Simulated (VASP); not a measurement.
Here is a VASP 6.6.1 calculation.

The input INCAR:

```
SYSTEM = ZnSnP2
PREC = Accurate
ENCUT = 520
EDIFF = 1E-6
ISMEAR = 0
SIGMA = 0.03
LREAL = .FALSE.
LASPH = .TRUE.
NELM = 80
ALGO = Normal
ISIF = 2
LWAVE = .FALSE.
LCHARG = .FALSE.
METAGGA = R2SCAN
LMIXTAU = .TRUE.
NBANDS = 46
KPAR = 2
```

KPOINTS

```
Automatic mesh
0
G
  8 8 8
  0 0 0
```

Contents of POSCAR:

```
ZnSnP2                                  
1.0
   -2.8127219187      2.8127219187      5.6391859935
    2.8127219187     -2.8127219187      5.6391859935
    2.8127219187      2.8127219187     -5.6391859935
  Zn              Sn              P             
     2     2     4
Direct
     0.7500000000000000    0.2500000000000000    0.5000000000000000
     0.0000000000000000    1.0000000000000000    1.0000000000000000
     0.2500000000000000    0.7500000000000000    0.5000000000000000
     0.5000000000000000    0.5000000000000000    0.0000000000000000
     0.3750000000000000    0.3510232148020591    0.4760232148020591
     0.6489767851979410    0.1250000000000000    0.0239767851979410
     0.1010232148020590    0.6250000000000000    0.9760232148020590
     0.8750000000000000    0.8989767851979410    0.5239767851979410
```

File KPOINTS_OPT:

```
explicit points
228
Reciprocal
 0.0000000000  0.0000000000  0.0000000000 1
 0.0000000000  0.0000000000  0.0263157895 1
 0.0000000000  0.0000000000  0.0526315789 1
 0.0000000000  0.0000000000  0.0789473684 1
 0.0000000000  0.0000000000  0.1052631579 1
 0.0000000000  0.0000000000  0.1315789474 1
[... 220 lines left out ...]
-0.1243531853  0.1243531853  0.5000000000 1
 0.5000000000  0.5000000000 -0.1243531853 1
```

Potentials or basis: VASP PAW PBE potentials, release 64 (Zn, Sn_d, P).

The run is started by

```bash
$ cat potpaw_PBE.64/Zn/POTCAR potpaw_PBE.64/Sn_d/POTCAR potpaw_PBE.64/P/POTCAR > POTCAR
$ mpirun -np 2 vasp_std > vasp.out
```

Task: What does it give for the band gap along the path?

Result: 1.30 eV.

Task: Predict the largest force.

Result: 0.123 eV/Å.

Stress tensor (GPa, compression positive):
```
0.78 0.00 0.00
0.00 0.78 0.00
0.00 0.00 0.87
```

Caveat: the PAW data sets were made with another functional, which shifts forces and pressure a little; spin-orbit coupling is left out, which moves the levels of the heavy elements.
